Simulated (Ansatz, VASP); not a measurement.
**ZnSe in VASP and in Ansatz**

Contents of POSCAR:

```
ZnSe
1.0
    0.0000000000      2.7753482000      2.7753482000
    2.7753482000      0.0000000000      2.7753482000
    2.7753482000      2.7753482000      0.0000000000
Zn Se
1 1
Direct
    0.0000000000      0.0000000000      0.0000000000
    0.2500000000      0.2500000000      0.2500000000
```

Contents of INCAR.step1:

```
SYSTEM = ZnSe
PREC = Accurate
ENCUT = 520
ISMEAR = -1
SIGMA = 0.02
LREAL = .FALSE.
LASPH = .TRUE.
NELM = 80
GGA = PE
ALGO = Normal
EDIFF = 1E-4
LWAVE = .TRUE.
LCHARG = .FALSE.
```

Contents of INCAR.step2:

```
SYSTEM = ZnSe
PREC = Accurate
ENCUT = 520
EDIFF = 1E-6
ISMEAR = -1
SIGMA = 0.02
LREAL = .FALSE.
LASPH = .TRUE.
NELM = 80
ALGO = Normal
ISIF = 2
LWAVE = .FALSE.
LCHARG = .FALSE.
METAGGA = R2SCAN
LMIXTAU = .TRUE.
IBRION = 2
NSW = 50
EDIFFG = -0.01
ISTART = 1
```

KPOINTS

```
Automatic mesh
0
G
  8 8 8
  0 0 0
```

Input for Ansatz:

```yaml
crystal:
  lattice:
    - [0.0, 2.7753482, 2.7753482]
    - [2.7753482, 0.0, 2.7753482]
    - [2.7753482, 2.7753482, 0.0]
  atoms:
    - { symbol: Zn, position: [0.0, 0.0, 0.0] }
    - { symbol: Se, position: [0.25, 0.25, 0.25] }
  symmetry: { tolerance: 0.0003 }
hamiltonian:
  xc: r2scan
  pseudopotentials: { kind: paw, azcp: { folder: soft_1 } }
basis:
  ecutwfc: 500
magnetization:
  spin_polarized: false
scf:
  occupations: { method: fermi_dirac, width: 0.02 }
kpoints:
  mp_grid: { grid: [8, 8, 8], shift: [0, 0, 0] }
  band_path:
    path:
      - [0.0, 0.0, 0.0]
      - [-0.5, -0.5, 0.0]
      - [-0.375, -0.375, 0.25]
      - [-0.375, 0.0, 0.375]
      - [0.0, 0.0, 0.0]
      - [0.0, 0.0, 0.5]
      - [-0.5, -0.25, 0.25]
      - [-0.5, -0.5, 0.0]
    npoints: 10
output:
  forces: true
  stress: true
  eigenvalues: true
  write_potential: true
  elf: true
  volumetric_format: npy
  dos: { e_range: [-12, 8], de: 0.05 }
relax:
  max_steps: 30
```

Alike in both runs: task relaxation of the atoms; functional r2SCAN; k mesh 8 × 8 × 8; occupations fermi-dirac, width 0.02 eV; no spin polarisation.

|  | VASP | Ansatz |
| --- | --- | --- |
| version | VASP 6.6.1 | Ansatz 0.2.0 |
| potentials or method | VASP PAW PBE potentials, release 64 (Zn, Se), cutoff 520 eV | PAW plane waves |
| valence electrons in the cell | 18 | 28 |

```tsv
	VASP	Ansatz	Ansatz less VASP
gap on the k mesh at the Fermi level, each at its own relaxed structure (eV)	2.15	2.13	-0.014
```

VASP's potentials were made for PBE, not for r2SCAN. VASP's potentials hold 18 valence electrons a cell and Ansatz's 28, so a difference there can come from the potentials and not from the codes. Ansatz's warnings: stress scf threshold loose.

Noted on VASP's run: the relaxation stopped at its first step, so nothing moved.
